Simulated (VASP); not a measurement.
# Zr (Fm-3m) in VASP: notebook

Runs on Zr. Level: PBEsol. Tasks: single point.

Everything below comes from runs of VASP 6.6.1. Logs are shortened: lines on timing, memory, paths and dates and some standing lists are left out, and cuts for length are marked.

**1. The cell of the first run**

It takes space group Fm-3m (No. 225, cubic). Conventional cell: a = 4.502 Å, b = 4.502 Å, c = 4.502 Å, α = 90.00°, β = 90.00°, γ = 90.00°. Zr (site symmetry m-3m) has 12 Zr at 3.18 Å within 4.2 Å.

**2. Single point, PBEsol (Mo replaced by Zr, lengths x 1.082, strained)**

File INCAR:

```
SYSTEM = Zr
PREC     = Accurate       ! precision mode
ENCUT    = 520            ! plane-wave cutoff, eV
EDIFF    = 1E-6           ! SCF threshold, eV
ISMEAR   = 0              ! smearing method
SIGMA    = 0.1            ! smearing width, eV
LREAL    = .FALSE.        ! projectors in reciprocal space
LASPH    = .TRUE.         ! aspherical terms in the spheres
NELM     = 100            ! most SCF steps
ALGO     = Normal         ! electronic algorithm
ISIF     = 2              ! what is computed and relaxed
LWAVE    = .FALSE.        ! write WAVECAR
LCHARG   = .FALSE.        ! write CHGCAR
GGA      = PS             ! functional
NBANDS   = 12             ! bands
```

File KPOINTS:

```
Automatic mesh
0
G
  16 16 16
  0 0 0
```

File POSCAR:

```
Zr
1.0
    0.0000000000      2.2511451773      2.2511451773
    2.2511451773      0.0000000000      2.2511451773
    2.2511451773      2.2511451773      0.0000000000
Zr
1
Direct
    0.0000000000      0.0000000000      0.0000000000
```

Potentials or basis: VASP PAW PBE potentials, release 64 (Zr_sv).

Launch:

```sh
cat potpaw_PBE.64/Zr_sv/POTCAR > POTCAR
mpirun -np 1 vasp_std > vasp.out
```

OUTCAR:

```text
SYSTEM = Zr
   PREC = Accurate
   ENCUT = 520
   EDIFF = 1E-6
   ISMEAR = 0
   LREAL = .FALSE.
   LASPH = .TRUE.
   NELM = 100
   ISIF = 2
   GGA = PS

 ion  position               nearest neighbor table
   1  0.000  0.000  0.000-

  LATTYP: Found a face centered cubic cell.
 ALAT       =     4.5022903546

  Lattice vectors:

 A1 = (   0.0000000000,   2.2511451773,   2.2511451773)
 A2 = (   2.2511451773,   0.0000000000,   2.2511451773)
 A3 = (   2.2511451773,   2.2511451773,   0.0000000000)

Analysis of symmetry for initial positions (statically):
=====================================================================
 Subroutine PRICEL returns:
 Original cell was already a primitive cell.

 Routine SETGRP: Setting up the symmetry group for a
 face centered cubic supercell.

 Subroutine GETGRP returns: Found 48 space group operations
 (whereof 48 operations were pure point group operations)
 out of a pool of 48 trial point group operations.

The static configuration has the point symmetry O_h .

Analysis of symmetry for dynamics (positions and initial velocities):
=====================================================================
 Subroutine PRICEL returns:
 Original cell was already a primitive cell.

 Routine SETGRP: Setting up the symmetry group for a
 face centered cubic supercell.

 Subroutine GETGRP returns: Found 48 space group operations
 (whereof 48 operations were pure point group operations)
 out of a pool of 48 trial point group operations.

The dynamic configuration has the point symmetry O_h .

 Subroutine INISYM returns: Found 48 space group operations
 (whereof 48 operations are pure point group operations),
 and found     1 'primitive' translations

----------------------------------------------------------------------------------------

                                     Primitive cell

  volume of cell :      22.8161

  direct lattice vectors                    reciprocal lattice vectors
     0.000000000  2.251145177  2.251145177    -0.222109176  0.222109176  0.222109176
     2.251145177  0.000000000  2.251145177     0.222109176 -0.222109176  0.222109176
     2.251145177  2.251145177  0.000000000     0.222109176  0.222109176 -0.222109176

  length of vectors
     3.183600041  3.183600041  3.183600041     0.384704377  0.384704377  0.384704377

  position of ions in fractional coordinates (direct lattice)
     0.000000000  0.000000000  0.000000000

  ion indices of the primitive-cell ions
   primitive index   ion index
                 1           1

----------------------------------------------------------------------------------------

 KPOINTS: Automatic mesh

Automatic generation of k-mesh.
 Grid dimensions read from file:
 generate k-points for:   16   16   16

 Generating k-lattice:

  Cartesian coordinates                     Fractional coordinates (reciprocal lattice)
    -0.013881823  0.013881823  0.013881823     0.062500000  0.000000000  0.000000000
     0.013881823 -0.013881823  0.013881823     0.000000000  0.062500000  0.000000000
     0.013881823  0.013881823 -0.013881823     0.000000000  0.000000000  0.062500000

  Length of vectors
     0.024044024  0.024044024  0.024044024

  Shift w.r.t. Gamma in fractional coordinates (k-lattice)
     0.000000000  0.000000000  0.000000000

 Subroutine IBZKPT returns following result:
 ===========================================

 Found    145 irreducible k-points:

 Following reciprocal coordinates:
            Coordinates               Weight
  0.000000  0.000000  0.000000      1.000000
  0.062500  0.000000  0.000000      8.000000
  0.125000  0.000000  0.000000      8.000000
  0.187500  0.000000  0.000000      8.000000
  0.250000  0.000000  0.000000      8.000000
  0.312500  0.000000  0.000000      8.000000
[... 16 lines left out ...]
 -0.125000  0.062500  0.000000     24.000000
 -0.062500  0.062500  0.000000     12.000000
 [... further k-points ...]
   k-points           NKPTS =    145   k-points in BZ     NKDIM =    145   number of bands    NBANDS=     12
   number of dos      NEDOS =    301   number of ions     NIONS =      1
   total plane-waves  NPLWV =  13824
   dimension x,y,z NGX =    24 NGY =   24 NGZ =   24
   dimension x,y,z NGXF=    48 NGYF=   48 NGZF=   48
   ions per type =               1
   NGX,Y,Z   is equivalent  to a cutoff of  12.53, 12.53, 12.53 a.u.
   NGXF,Y,Z  is equivalent  to a cutoff of  25.07, 25.07, 25.07 a.u.
 SYSTEM =  Zr
   PREC   = accura    normal or accurate (medium, high low for compatibility)
   ISTART =      0    job   : 0-new  1-cont  2-samecut
   ICHARG =      2    charge: 1-file 2-atom 10-const
   ISPIN  =      1    spin polarized calculation?
   LNONCOLLINEAR =      F non collinear calculations
   LSORBIT =      F    spin-orbit coupling
   LASPH  =      T    aspherical Exc in radial PAW
   ENCUT  =  520.0 eV  38.22 Ry    6.18 a.u.   5.92  5.92  5.92*2*pi/ulx,y,z
   NELM   =    100;   NELMIN=  2; NELMDL= -5     # of ELM steps
   EDIFF  = 0.1E-05   stopping-criterion for ELM
   LREAL  =      F    real-space projection
   EDIFFG = 0.1E-04   stopping-criterion for IOM
   NSW    =      0    number of steps for IOM
   IBRION =     -1    ionic relax: 0-MD 1-quasi-New 2-CG
   NFREE  =      0    steps in history (QN), initial steepest desc. (CG)
   ISIF   =      2    stress and relaxation
   ISYM   =      2    0-nonsym 1-usesym 2-fastsym
   POTIM  = 0.5000    time-step for ionic-motion
   TEBEG  =    0.0;   TEEND  =   0.0 temperature during run
   PSTRESS=    0.0 pullay stress
   NELECT =      12.0000    total number of electrons
   NUPDOWN=      -1.0000    fix difference up-down
   EMIN   =  10.00;   EMAX   =-10.00  energy-range for DOS
   EFERMI =   0.00;   METHOD = LEGACY
   ISMEAR =     0;   SIGMA  =   0.10  broadening in eV -4-tet -1-fermi 0-gaus
   EFERMI_NEDOS =   21; number of points for ismear=-14 and -15
   IALGO  =     38    algorithm
   IMIX   =      4    mixing-type and parameters
     AMIX     =   0.40;   BMIX     =  1.00
     AMIX_MAG =   1.60;   BMIX_MAG =  1.00
  volume/ion in A,a.u.               =      22.82       153.97
  Fermi-wavevector in a.u.,A,eV,Ry     =   1.321463  2.497203 23.759378  1.746265
  Thomas-Fermi vector in A             =   2.451215
   LORBIT       =      0    0 simple, 1 ext, 2 COOP (PROOUT), +10 PAW based schemes
   GGA     = PS    functional components
   LHFCALC =     F    Hartree Fock is set to
   AEXX    =    0.0000 exact exchange contribution
   IVDW    =     0    specifies the selected vdW correction
   LEPSILON=     F    determine dielectric tensor
   LRPA    =     F    only Hartree local field effects (RPA)
 non-spin polarized calculation
 Gauss-broadening in eV      SIGMA  =   0.10
  energy-cutoff  :      520.00
  volume of cell :       22.82
 maximum number of plane-waves:       636
   NGX = 11   NGY = 11   NGZ = 11

 number of electron      12.0000000 magnetization

 Free energy of the ion-electron system (eV)
  ---------------------------------------------------
  ext. energy  EPLUGINS =         0.00000000
  ---------------------------------------------------
  free energy    TOTEN  =        -9.04772799 eV

  energy without entropy =       -9.03830596  energy(sigma->0) =       -9.04301697

 E-fermi :   8.9899     XC(G=0): -11.2947

 val. band max:        8.9892514740   @ k =  -0.4375   0.1250   0.0000
 cond. band min:       8.9913775195   @ k =  -0.3125   0.4375   0.1875
 fundamental gap:      0.0021260455
 Fermi energy:         8.9899103611

 k-point     1 :       0.0000    0.0000    0.0000
  band No.  band energies     occupation
      1     -39.5815      2.00000
      2     -17.0890      2.00000
      3     -17.0890      2.00000
      4     -17.0890      2.00000
      5       3.3815      2.00000
      6       9.9661      0.00000
      7       9.9661      0.00000
      8       9.9661      0.00000
      9      12.4428      0.00000
     10      12.4428      0.00000
     11      19.5411      0.00000
     12      23.7552      0.00000

 k-point     2 :       0.0625    0.0000    0.0000
  band No.  band energies     occupation
      1     -39.5757      2.00000
      2     -17.1312      2.00000
      3     -17.0941      2.00000
      4     -17.0941      2.00000
      5       3.5108      2.00000
      6       9.8460      0.00000
      7      10.0273      0.00000
      8      10.0273      0.00000
      9      12.3803      0.00000
     10      12.3803      0.00000
     11      19.8204      0.00000
     12      23.1968      0.00000

 k-point     3 :       0.1250    0.0000    0.0000
  band No.  band energies     occupation
      1     -39.5592      2.00000
      2     -17.2500      2.00000
      3     -17.1088      2.00000
      4     -17.1088      2.00000
      5       3.8810      2.00000
      6       9.5470      0.00000
      7      10.1795      0.00000
      8      10.1795      0.00000
      9      12.2501      0.00000
     10      12.2501      0.00000
     11      20.5320      0.00000
     12      22.2070      0.00000

 k-point     4 :       0.1875    0.0000    0.0000
  band No.  band energies     occupation
      1     -39.5344      2.00000
      2     -17.4241      2.00000
      3     -17.1307      2.00000
      4     -17.1307      2.00000
      5       4.4340      2.00000
      6       9.2087      0.00197
      7      10.3150      0.00000
      8      10.3150      0.00000
      9      12.2155      0.00000
     10      12.2155      0.00000
     11      20.7148      0.00000
     12      22.0505      0.00000

 k-point     5 :       0.2500    0.0000    0.0000
  band No.  band energies     occupation
      1     -39.5050      2.00000
      2     -17.6244      2.00000
      3     -17.1563      2.00000
      4     -17.1563      2.00000
      5       5.0580      2.00000
      6       8.9918      0.97921
      7      10.2961      0.00000
      8      10.2961      0.00000
      9      12.4586      0.00000
     10      12.4586      0.00000
     11      19.9485      0.00000
     12      22.7886      0.00000
[... 228 lines left out ...]
      1     -39.4912      2.00000
      2     -17.6920      2.00000
      3     -17.2076      2.00000
      4     -17.1536      2.00000
      5       5.3592      2.00000
      6       8.8893      1.84510
      7      10.1630      0.00000
      8      10.3490      0.00000
      9      12.1693      0.00000
     10      13.1099      0.00000
     11      19.9468      0.00000
     12      22.9181      0.00000

 k-point    22 :      -0.1875    0.0625    0.0000
  band No.  band energies     occupation
      1     -39.5208      2.00000
      2     -17.4977      2.00000
      3     -17.1782      2.00000
      4     -17.1279      2.00000
      5       4.7449      2.00000
      6       9.0288      0.58255
      7      10.2979      0.00000
      8      10.4330      0.00000
      9      11.8404      0.00000
     10      12.6705      0.00000
     11      20.7144      0.00000
     12      22.4075      0.00000

 k-point    23 :      -0.1250    0.0625    0.0000
  band No.  band energies     occupation
      1     -39.5471      2.00000
      2     -17.3199      2.00000
      3     -17.1476      2.00000
      4     -17.1075      2.00000
      5       4.1557      2.00000
      6       9.3333      0.00000
      7      10.2762      0.00000
      8      10.3008      0.00000
      9      11.8993      0.00000
     10      12.4741      0.00000
     11      21.0144      0.00000
     12      21.9603      0.00000

 k-point    24 :      -0.0625    0.0625    0.0000
  band No.  band energies     occupation
      1     -39.5664      2.00000
      2     -17.1902      2.00000
      3     -17.1180      2.00000
      4     -17.0956      2.00000
      5       3.7209      2.00000
      6       9.6516      0.00000
      7      10.1165      0.00000
      8      10.1431      0.00000
      9      12.1483      0.00000
     10      12.4362      0.00000
     11      20.2572      0.00000
     12      22.7163      0.00000

 [... further k-points ...]

------------------------ aborting loop because EDIFF is reached ----------------------------------------

  FORCE on cell =-STRESS in cart. coord.  units (eV):
  Direction    XX          YY          ZZ          XY          YZ          ZX
  --------------------------------------------------------------------------------------
  -------------------------------------------------------------------------------------
  Total       -0.3334105     -0.3334105     -0.3334105      0.0000000      0.0000000      0.0000000
  in kB      -23.4125806    -23.4125806    -23.4125806      0.0000000      0.0000000      0.0000000
  external PRESSURE =     -23.4125806 kB  Pullay stress =       0.0000000 kB

 VOLUME and BASIS-vectors are now :
 -----------------------------------------------------------------------------
  energy-cutoff  :      520.00
  volume of cell :       22.82
      direct lattice vectors                 reciprocal lattice vectors
     0.000000000  2.251145177  2.251145177    -0.222109176  0.222109176  0.222109176
     2.251145177  0.000000000  2.251145177     0.222109176 -0.222109176  0.222109176
     2.251145177  2.251145177  0.000000000     0.222109176  0.222109176 -0.222109176

 POSITION                                       TOTAL-FORCE (eV/Angst)
 -----------------------------------------------------------------------------------
      0.00000      0.00000      0.00000         0.000000      0.000000      0.000000
 -----------------------------------------------------------------------------------
    total drift:                                0.000000      0.000000      0.000000

  FREE ENERGIE OF THE ION-ELECTRON SYSTEM (eV)
  ---------------------------------------------------
  free  energy   TOTEN  =        -9.0477279889 eV

  energy  without entropy=       -9.0383059593  energy(sigma->0) =       -9.04301697
```

It took 10 s on 1 thread of Intel Xeon 6975P-C (Granite Rapids), shared host; peak memory 0.16 GiB.

What came out:

* Free energy: -9.0477 eV
* Pressure: -2.3 GPa
* Band gap on the k mesh: zero (band 6 reaches 9.97 eV, above the bottom of band 7 at 8.59 eV)

Caveat: the cell differs from its parent crystal (Mo replaced by Zr, lengths x 1.082, strained); the PAW data sets were made with another functional, which shifts forces and pressure a little.

(Continued in part 2 of 2.)
